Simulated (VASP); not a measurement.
Write the native input for VASP 6.6.1 that does the following.

| Quantity | Value |
| --- | --- |
| Task | single point |
| Functional | r2SCAN |
| Potentials or basis | VASP PAW PBE potentials, release 64 (Sn_d, O) |
| Cutoff | 520 eV |
| k mesh | 6 × 6 × 8 |
| Occupations | gaussian, width 0.02 eV |
| Spin | no spin polarisation |
| Dipole correction | no |
| Further INCAR settings | ALGO = Normal; EDIFF = 1e-07; NBANDS = 35 |

The system is SnO2.

```xyz
6
Lattice="4.7599 0.0000 0.0000 0.0000 4.7599 0.0000 0.0000 0.0000 3.2008" Properties=species:S:1:pos:R:3 pbc="T T T"
Sn    0.0000    0.0000    0.0000
Sn    2.3800    2.3800    1.6004
O     1.4561    1.4561    0.0000
O     0.9239    3.8361    1.6004
O     3.3038    3.3038    0.0000
O     3.8361    0.9239    1.6004
```

These files were run (other wordings do the same):

POSCAR

```
SnO2
1.0
    4.7599425472      0.0000000000      0.0000000000
    0.0000000000      4.7599425472      0.0000000000
    0.0000000000      0.0000000000      3.2008135226
Sn O
2 4
Direct
    0.0000000000      0.0000000000      0.0000000000
    0.5000000000      0.5000000000      0.5000000000
    0.3059109373      0.3059109373      0.0000000000
    0.1940890627      0.8059109373      0.5000000000
    0.6940890627      0.6940890627      0.0000000000
    0.8059109373      0.1940890627      0.5000000000
```

INCAR.step1

```
PREC     = Accurate       # precision mode
ENCUT    = 520            # plane-wave cutoff, eV
ISMEAR   = 0              # smearing method
SIGMA    = 0.02           # smearing width, eV
LREAL    = False          # projectors in reciprocal space
LASPH    = True           # aspherical terms in the spheres
NELM     = 100            # most SCF steps
NBANDS   = 35             # bands
GGA      = PE             # functional
ALGO     = Normal         # electronic algorithm
EDIFF    = 1E-4           # SCF threshold, eV
LWAVE    = True           # write WAVECAR
LCHARG   = False          # write CHGCAR
```

INCAR.step2

```
PREC     = Accurate       # precision mode
ENCUT    = 520            # plane-wave cutoff, eV
EDIFF    = 1E-7           # SCF threshold, eV
ISMEAR   = 0              # smearing method
SIGMA    = 0.02           # smearing width, eV
LREAL    = False          # projectors in reciprocal space
LASPH    = True           # aspherical terms in the spheres
NELM     = 100            # most SCF steps
ALGO     = Normal         # electronic algorithm
ISIF     = 2              # what is computed and relaxed
LWAVE    = False          # write WAVECAR
LCHARG   = True           # write CHGCAR
METAGGA  = R2SCAN         # meta-GGA
LMIXTAU  = True         
LELF     = True           # ELF
LVHAR    = True         
NBANDS   = 35             # bands
ISTART   = 1
```

KPOINTS

```
Automatic mesh
0
Gamma
  6 6 8
```

Potentials or basis: VASP PAW PBE potentials, release 64 (Sn_d, O).

The run is started by

```bash
$ cat potpaw_PBE.64/Sn_d/POTCAR potpaw_PBE.64/O/POTCAR > POTCAR
$ cp INCAR.step1 INCAR
$ mpirun -np 1 vasp_std > vasp.out
$ cp INCAR.step2 INCAR
$ mpirun -np 1 vasp_std > vasp.out
```

Results of the run:

```yaml
Pressure: 1.1 GPa
Largest_force: 0.028 eV/Å
Band_gap_on_the_k_mesh: 1.79 eV, direct
```

Caveat: the PAW data sets were made with another functional, which shifts forces and pressure a little; spin-orbit coupling is left out, which moves the levels of the heavy elements.

It took 2.8 min on 1 thread of Intel(R) Xeon(R) 6975P-C (Granite Rapids), with other jobs on the host, peak memory 0.24 GiB.
